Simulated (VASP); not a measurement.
# Cu12Si in VASP: relaxation of the atoms with PBE

Aim: the relaxation of the atoms of Cu12Si with PBE.

All numbers are computed with VASP 6.6.1; they aren't measurements. Logs are shortened: lines on timing, memory, paths and dates and some standing lists are left out, and cuts for length are marked.

## 1. The cell of the first run

The cell holds a slab with vacuum, 13 atoms: a = 5.133 Å, b = 5.133 Å, c = 19.029 Å, α = 90.00°, β = 90.00°, γ = 90.00°.

## 2. Relaxation of the atoms, PBE

INCAR

```
PREC = Accurate
ENCUT = 520
EDIFF = 1E-7
ISMEAR = 0
SIGMA = 0.1
LREAL = False
LASPH = True
NELM = 120
ALGO = Normal
ISIF = 2
LWAVE = False
LCHARG = False
LDIPOL = True
IDIPOL = 3
DIPOL = 0.5 0.5 0.316
GGA = PE
IBRION = 2
NSW = 36
EDIFFG = -0.025
GGA_COMPAT = False
NELMIN = 4
NELMDL = -8
KPAR = 4
```

KPOINTS

```
Automatic mesh
0
Gamma
  5 5 1
```

POSCAR

```
Cu12Si
1.0
    5.1332392713      0.0000000000      0.0000000000
    0.0000000000      5.1332392713      0.0000000000
    0.0000000000      0.0000000000     19.0289058448
Cu Si
12 1
Selective dynamics
Direct
    0.2500000000      0.2500000000      0.2102065160  F F F
    0.2500000000      0.7500000000      0.2102065160  F F F
    0.7500000000      0.2500000000      0.2102065160  F F F
    0.7500000000      0.7500000000      0.2102065160  F F F
    0.0000000000      0.0000000000      0.3029343270  F F F
    0.0000000000      0.5000000000      0.3029343270  F F F
    0.5000000000      0.0000000000      0.3029343270  F F F
    0.5000000000      0.5000000000      0.3029343270  F F F
    0.2500000000      0.2500000000      0.3956562666  F F F
    0.2500000000      0.7500000000      0.3956562666  F F F
    0.7500000000      0.2500000000      0.3956562666  F F F
    0.7500000000      0.7500000000      0.3956562666  F F F
    0.5000000000      0.5000000000      0.4663933280  F F T
```

Potentials or basis: VASP PAW PBE potentials, release 64 (Cu, Si).

On the command line:

```
> cat potpaw_PBE.64/Cu/POTCAR potpaw_PBE.64/Si/POTCAR > POTCAR
> mpirun -np 4 vasp_std > vasp.out
```

OUTCAR:

```text
PREC = Accurate
   ENCUT = 520
   EDIFF = 1E-7
   ISMEAR = 0
   LREAL = False
   LASPH = True
   NELM = 120
   ISIF = 2
   GGA = PE
   IBRION = 2
   NSW = 36
   EDIFFG = -0.025
   NELMIN = 4
   NELMDL = -8

 ion  position               nearest neighbor table
   1  0.250  0.250  0.210-   5 2.53   6 2.53   7 2.53   8 2.53   2 2.57   3 2.57   2 2.57   3 2.57

   2  0.250  0.750  0.210-   5 2.53   6 2.53   7 2.53   8 2.53   1 2.57   4 2.57   1 2.57   4 2.57

   3  0.750  0.250  0.210-   5 2.53   6 2.53   7 2.53   8 2.53   1 2.57   4 2.57   4 2.57   1 2.57

   4  0.750  0.750  0.210-   5 2.53   6 2.53   7 2.53   8 2.53   2 2.57   3 2.57   3 2.57   2 2.57

   5  0.000  0.000  0.303-   9 2.53  10 2.53  11 2.53  12 2.53   1 2.53   2 2.53   3 2.53   4 2.53
                             6 2.57   7 2.57   6 2.57   7 2.57
   6  0.000  0.500  0.303-   9 2.53  10 2.53  11 2.53  12 2.53   1 2.53   2 2.53   3 2.53   4 2.53
                             5 2.57   8 2.57   5 2.57   8 2.57
   7  0.500  0.000  0.303-   9 2.53  10 2.53  11 2.53  12 2.53   1 2.53   2 2.53   3 2.53   4 2.53
                             5 2.57   8 2.57   8 2.57   5 2.57
   8  0.500  0.500  0.303-   9 2.53  10 2.53  11 2.53  12 2.53   1 2.53   2 2.53   3 2.53   4 2.53
                             6 2.57   7 2.57   7 2.57   6 2.57
   9  0.250  0.250  0.396-  13 2.26   6 2.53   7 2.53   8 2.53   5 2.53  11 2.57  10 2.57  10 2.57
                            11 2.57
  10  0.250  0.750  0.396-  13 2.26   6 2.53   7 2.53   8 2.53   5 2.53  12 2.57   9 2.57   9 2.57
                            12 2.57
  11  0.750  0.250  0.396-  13 2.26   6 2.53   7 2.53   8 2.53   5 2.53  12 2.57   9 2.57  12 2.57
                             9 2.57
  12  0.750  0.750  0.396-  13 2.26   6 2.53   7 2.53   8 2.53   5 2.53  11 2.57  10 2.57  11 2.57
                            10 2.57
  13  0.500  0.500  0.466-   9 2.26  10 2.26  11 2.26  12 2.26

  LATTYP: Found a simple tetragonal cell.
 ALAT       =     5.1332392713
 C/A-ratio  =     3.7069976362

  Lattice vectors:

 A1 = (   5.1332392713,   0.0000000000,   0.0000000000)
 A2 = (   0.0000000000,   5.1332392713,   0.0000000000)
 A3 = (   0.0000000000,   0.0000000000,  19.0289058448)

Analysis of symmetry for initial positions (statically):
=====================================================================
 Subroutine PRICEL returns:
 Original cell was already a primitive cell.

 Routine SETGRP: Setting up the symmetry group for a
 simple tetragonal supercell.

 Subroutine GETGRP returns: Found  8 space group operations
 (whereof  8 operations were pure point group operations)
 out of a pool of 16 trial point group operations.

The static configuration has the point symmetry C_4v.

Analysis of symmetry for dynamics (positions and initial velocities):
=====================================================================
 Subroutine PRICEL returns:
 Original cell was already a primitive cell.

 Routine SETGRP: Setting up the symmetry group for a
 simple tetragonal supercell.

 Subroutine GETGRP returns: Found  8 space group operations
 (whereof  8 operations were pure point group operations)
 out of a pool of 16 trial point group operations.

The dynamic configuration has the point symmetry C_4v.

Analysis of constrained symmetry for selective dynamics:
=====================================================================
 Subroutine PRICEL returns:
 Original cell was already a primitive cell.

 Routine SETGRP: Setting up the symmetry group for a
 simple tetragonal supercell.

 Subroutine GETGRP returns: Found  8 space group operations
 (whereof  8 operations were pure point group operations)
 out of a pool of 16 trial point group operations.

The constrained configuration has the point symmetry C_4v.

 Subroutine INISYM returns: Found  8 space group operations
 (whereof  8 operations are pure point group operations),
 and found     1 'primitive' translations

----------------------------------------------------------------------------------------

                                     Primitive cell

  volume of cell :     501.4144

  direct lattice vectors                    reciprocal lattice vectors
     5.133239271  0.000000000  0.000000000     0.194808764  0.000000000  0.000000000
     0.000000000  5.133239271  0.000000000     0.000000000  0.194808764  0.000000000
     0.000000000  0.000000000 19.028905845     0.000000000  0.000000000  0.052551629

  length of vectors
     5.133239271  5.133239271 19.028905845     0.194808764  0.194808764  0.052551629

  position of ions in fractional coordinates (direct lattice)
     0.250000000  0.250000000  0.210206516
     0.250000000  0.750000000  0.210206516
     0.750000000  0.250000000  0.210206516
     0.750000000  0.750000000  0.210206516
     0.000000000  0.000000000  0.302934327
     0.000000000  0.500000000  0.302934327
     0.500000000  0.000000000  0.302934327
     0.500000000  0.500000000  0.302934327
     0.250000000  0.250000000  0.395656267
     0.250000000  0.750000000  0.395656267
     0.750000000  0.250000000  0.395656267
     0.750000000  0.750000000  0.395656267
     0.500000000  0.500000000  0.466393328

  ion indices of the primitive-cell ions
   primitive index   ion index
                 1           1
                 2           2
                 3           3
                 4           4
                 5           5
                 6           6
                 7           7
                 8           8
                 9           9
                10          10
                11          11
                12          12
                13          13

----------------------------------------------------------------------------------------

 KPOINTS: Automatic mesh

Automatic generation of k-mesh.
 Grid dimensions read from file:
 generate k-points for:    5    5    1

 Generating k-lattice:

  Cartesian coordinates                     Fractional coordinates (reciprocal lattice)
     0.038961753  0.000000000  0.000000000     0.200000000  0.000000000  0.000000000
     0.000000000  0.038961753  0.000000000     0.000000000  0.200000000  0.000000000
     0.000000000  0.000000000  0.052551629     0.000000000  0.000000000  1.000000000

  Length of vectors
     0.038961753  0.038961753  0.052551629

  Shift w.r.t. Gamma in fractional coordinates (k-lattice)
     0.000000000  0.000000000  0.000000000

 Subroutine IBZKPT returns following result:
 ===========================================

 Found      6 irreducible k-points:

 Following reciprocal coordinates:
            Coordinates               Weight
  0.000000  0.000000  0.000000      1.000000
  0.200000  0.000000  0.000000      4.000000
  0.400000  0.000000  0.000000      4.000000
  0.200000  0.200000  0.000000      4.000000
  0.400000  0.200000  0.000000      8.000000
  0.400000  0.400000  0.000000      4.000000
   k-points           NKPTS =      6   k-points in BZ     NKDIM =      6   number of bands    NBANDS=     81
   number of dos      NEDOS =    301   number of ions     NIONS =     13
   total plane-waves  NPLWV = 230400
   dimension x,y,z NGX =    40 NGY =   40 NGZ =  144
   dimension x,y,z NGXF=    80 NGYF=   80 NGZF=  288
   ions per type =              12   1
   NGX,Y,Z   is equivalent  to a cutoff of  12.95, 12.95, 12.58 a.u.
   NGXF,Y,Z  is equivalent  to a cutoff of  25.91, 25.91, 25.16 a.u.
 SYSTEM =  unknown system
   PREC   = accura    normal or accurate (medium, high low for compatibility)
   ISTART =      0    job   : 0-new  1-cont  2-samecut
   ICHARG =      2    charge: 1-file 2-atom 10-const
   ISPIN  =      1    spin polarized calculation?
   LNONCOLLINEAR =      F non collinear calculations
   LSORBIT =      F    spin-orbit coupling
   LASPH  =      T    aspherical Exc in radial PAW
   ENCUT  =  520.0 eV  38.22 Ry    6.18 a.u.   9.54  9.54 35.38*2*pi/ulx,y,z
   NELM   =    120;   NELMIN=  4; NELMDL= -8     # of ELM steps
   EDIFF  = 0.1E-06   stopping-criterion for ELM
   LREAL  =      F    real-space projection
   EDIFFG = -.3E-01   stopping-criterion for IOM
   NSW    =     36    number of steps for IOM
   IBRION =      2    ionic relax: 0-MD 1-quasi-New 2-CG
   NFREE  =      1    steps in history (QN), initial steepest desc. (CG)
   ISIF   =      2    stress and relaxation
   ISYM   =      2    0-nonsym 1-usesym 2-fastsym
   POTIM  = 0.5000    time-step for ionic-motion
   TEBEG  =    0.0;   TEEND  =   0.0 temperature during run
   PSTRESS=    0.0 pullay stress
   NELECT =     136.0000    total number of electrons
   NUPDOWN=      -1.0000    fix difference up-down
   EMIN   =  10.00;   EMAX   =-10.00  energy-range for DOS
   EFERMI =   0.00;   METHOD = LEGACY
   ISMEAR =     0;   SIGMA  =   0.10  broadening in eV -4-tet -1-fermi 0-gaus
   EFERMI_NEDOS =   21; number of points for ismear=-14 and -15
   IALGO  =     38    algorithm
   IMIX   =      4    mixing-type and parameters
     AMIX     =   0.40;   BMIX     =  1.00
     AMIX_MAG =   1.60;   BMIX_MAG =  1.00
  volume/ion in A,a.u.               =      38.57       260.29
  Fermi-wavevector in a.u.,A,eV,Ry     =   1.059714  2.002570 15.279271  1.122995
  Thomas-Fermi vector in A             =   2.195070
   LORBIT       =      0    0 simple, 1 ext, 2 COOP (PROOUT), +10 PAW based schemes
   GGA     = PE    functional components
   LHFCALC =     F    Hartree Fock is set to
   AEXX    =    0.0000 exact exchange contribution
   IVDW    =     0    specifies the selected vdW correction
   LEPSILON=     F    determine dielectric tensor
   LRPA    =     F    only Hartree local field effects (RPA)
 conjugate gradient relaxation of ions
 non-spin polarized calculation
 Gauss-broadening in eV      SIGMA  =   0.10
  energy-cutoff  :      520.00
  volume of cell :      501.41
 maximum number of plane-waves:     13595
 NGX is ok and might be reduce to    40
   NGX = 19   NGY = 19   NGZ = 71

 dipolmoment           0.000000      0.000000     -0.082765 electrons x Angstroem

--------------------------------------- Ionic step        1  -------------------------------------------

 number of electron     135.9999787 magnetization

 Free energy of the ion-electron system (eV)
  ---------------------------------------------------
  ext. energy  EPLUGINS =         0.00000000
  ---------------------------------------------------
  free energy    TOTEN  =       -45.11073085 eV

  energy without entropy =      -45.07117719  energy(sigma->0) =      -45.09095402

------------------------ aborting loop because EDIFF is reached ----------------------------------------

  FORCE on cell =-STRESS in cart. coord.  units (eV):
  Direction    XX          YY          ZZ          XY          YZ          ZX
  --------------------------------------------------------------------------------------
  -------------------------------------------------------------------------------------
  Total       -0.1844204     -0.1844204      2.7449001      0.0000000      0.0000000      0.0000000
  in kB       -0.5892812     -0.5892812      8.7708218      0.0000000      0.0000000      0.0000000
  external PRESSURE =       2.5307531 kB  Pullay stress =       0.0000000 kB
[... 126 lines left out ...]
  energy  without entropy=      -45.1052091847  energy(sigma->0) =      -45.12439968

--------------------------------------- Ionic step        4  -------------------------------------------

 number of electron     135.9999787 magnetization

 dipolmoment           0.000000      0.000000      0.039408 electrons x Angstroem

 Free energy of the ion-electron system (eV)
  ---------------------------------------------------
  ext. energy  EPLUGINS =         0.00000000
  ---------------------------------------------------
  free energy    TOTEN  =       -45.14381473 eV

  energy without entropy =      -45.10527464  energy(sigma->0) =      -45.12454468

 E-fermi :  -0.7793     XC(G=0):  -4.9556

 val. band max:       -0.8012231001   @ k =   0.0000   0.0000   0.0000
 cond. band min:      -0.7496969454   @ k =   0.4000   0.0000   0.0000
 fundamental gap:      0.0515261547
 Fermi energy:        -0.7792577356

 k-point     1 :       0.0000    0.0000    0.0000
  band No.  band energies     occupation
      1      -9.8874      2.00000
      2      -8.3814      2.00000
      3      -6.0317      2.00000
      4      -5.7257      2.00000
      5      -5.7030      2.00000
      6      -5.5683      2.00000
[... 487 lines left out ...]
     79       4.5970      0.00000
     80       4.9696      0.00000
 [bands above 80 left out]

------------------------ aborting loop because EDIFF is reached ----------------------------------------

 vacuum level on the upper side and lower side of the slab       (xc-potential included)         0.121        -0.141

  FORCE on cell =-STRESS in cart. coord.  units (eV):
  Direction    XX          YY          ZZ          XY          YZ          ZX
  --------------------------------------------------------------------------------------
  -------------------------------------------------------------------------------------
  Total       -1.6446579     -1.6446579      1.8874190      0.0000000      0.0000000      0.0000000
  in kB       -5.2552009     -5.2552009      6.0308994      0.0000000      0.0000000      0.0000000
  external PRESSURE =      -1.4931675 kB  Pullay stress =       0.0000000 kB

 VOLUME and BASIS-vectors are now :
 -----------------------------------------------------------------------------
  energy-cutoff  :      520.00
  volume of cell :      501.41
      direct lattice vectors                 reciprocal lattice vectors
     5.133239271  0.000000000  0.000000000     0.194808764  0.000000000  0.000000000
     0.000000000  5.133239271  0.000000000     0.000000000  0.194808764  0.000000000
     0.000000000  0.000000000 19.028905845     0.000000000  0.000000000  0.052551629
[... 19 lines left out ...]
  FREE ENERGIE OF THE ION-ELECTRON SYSTEM (eV)
  ---------------------------------------------------
  free  energy   TOTEN  =       -45.1438147263 eV

  energy  without entropy=      -45.1052746429  energy(sigma->0) =      -45.12454468

 reached required accuracy - stopping structural energy minimisation

 vacuum level on the upper side and lower side of the slab         4.058         3.787
```

It took 17 min on 4 MPI ranks of AMD EPYC 7R43 (Zen 3), shared host; peak memory 0.64 GiB.

Results:

* Free energy: -45.1438 eV
* Energy gained by relaxing: 2.5 meV/atom
* Ionic steps: 4
* Band gap on the k mesh: zero (bands 68 and 69 overlap by 0.59 eV)

Step by step:
```tsv
step	energy change (eV)	largest force on free atoms (eV/Å)	pressure (GPa)
1	0.0000	0.6927	0.25
2	-0.0190	0.4461	0.11
3	-0.0329	0.0533	-0.18
4	-0.0331	0.0023	-0.15
```

Final structure:
```yaml
crystal:
  lattice:
    - [5.13324, 0.00000, 0.00000]
    - [0.00000, 5.13324, 0.00000]
    - [0.00000, 0.00000, 19.02891]
  atoms:
    - { symbol: Cu, position: [0.25000, 0.25000, 0.21021] }
    - { symbol: Cu, position: [0.25000, 0.75000, 0.21021] }
    - { symbol: Cu, position: [0.75000, 0.25000, 0.21021] }
    - { symbol: Cu, position: [0.75000, 0.75000, 0.21021] }
    - { symbol: Cu, position: [0.00000, 0.00000, 0.30293] }
    - { symbol: Cu, position: [0.00000, 0.50000, 0.30293] }
    - { symbol: Cu, position: [0.50000, 0.00000, 0.30293] }
    - { symbol: Cu, position: [0.50000, 0.50000, 0.30293] }
    - { symbol: Cu, position: [0.25000, 0.25000, 0.39566] }
    - { symbol: Cu, position: [0.25000, 0.75000, 0.39566] }
    - { symbol: Cu, position: [0.75000, 0.25000, 0.39566] }
    - { symbol: Cu, position: [0.75000, 0.75000, 0.39566] }
    - { symbol: Si, position: [0.50000, 0.50000, 0.47156] }
```

The gap in the log of VASP goes by the Fermi energy; the results here count the filled bands.